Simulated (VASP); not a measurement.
Wanted: the native input for a VASP 6.6.1 run.

```
Task                   : relaxation of cell and atoms
Functional             : PBEsol
Potentials or basis    : VASP PAW PBE potentials, release 64 (Mg)
Cutoff                 : 600 eV
k mesh                 : 8 × 8 × 8
Occupations            : gaussian, width 0.05 eV
Spin                   : no spin polarisation
Dipole correction      : no
Further INCAR settings : ALGO = Normal; EDIFF = 1e-07; IBRION = 2; EDIFFG = -0.02; NSW = 50; ISIF = 3
```

The structure of Mg lies in POSCAR:

```
Mg
1.0
    2.9500000000      0.0000000000      0.0000000000
    0.0000000000      2.9500000000      0.0000000000
    0.0000000000      0.0000000000      2.9500000000
Mg
1
Direct
    0.0000000000      0.0000000000      0.0000000000
```

One way to write it, as run:

INCAR

```
ALGO = Normal
EDIFF = 1E-7
EDIFFG = -0.02
ENCUT = 600
GGA = PS
GGA_COMPAT = F
IBRION = 2
ISIF = 3
ISMEAR = 0
LASPH = T
LCHARG = F
LREAL = F
LWAVE = F
NELM = 120
NELMIN = 4
NSW = 50
PREC = Accurate
SIGMA = 0.05
```

KPOINTS

```
k-points
0
Gamma
  8 8 8
```

Potentials or basis: VASP PAW PBE potentials, release 64 (Mg).

Run with:

```console
$ cat potpaw_PBE.64/Mg/POTCAR > POTCAR
$ mpirun -np 1 vasp_std > vasp.out
```

It gave:

| Quantity | Value |
| --- | --- |
| Relaxed volume | 27.02 Å³/atom |
| Relaxed cell | a = 3.001 Å, b = 3.001 Å, c = 3.001 Å, α = 90.00°, β = 90.00°, γ = 90.00° |
| Space group after relaxing (to 0.05 Å) | Pm-3m (No. 221) |
| Energy gained by relaxing | 4.4 meV/atom |
| Ionic steps | 3 |
| Pressure after relaxing | -0.1 GPa |
| Band gap on the k mesh | zero (band 1 reaches 6.33 eV, above the bottom of band 2 at -0.22 eV) |

Caveat: the PAW data sets were made with another functional, which shifts forces and pressure a little.

Wall time 7 s on 1 thread of AMD EPYC 7R43 64-Core Processor (Zen 3), with other jobs on the host, peak memory 0.1 GiB.
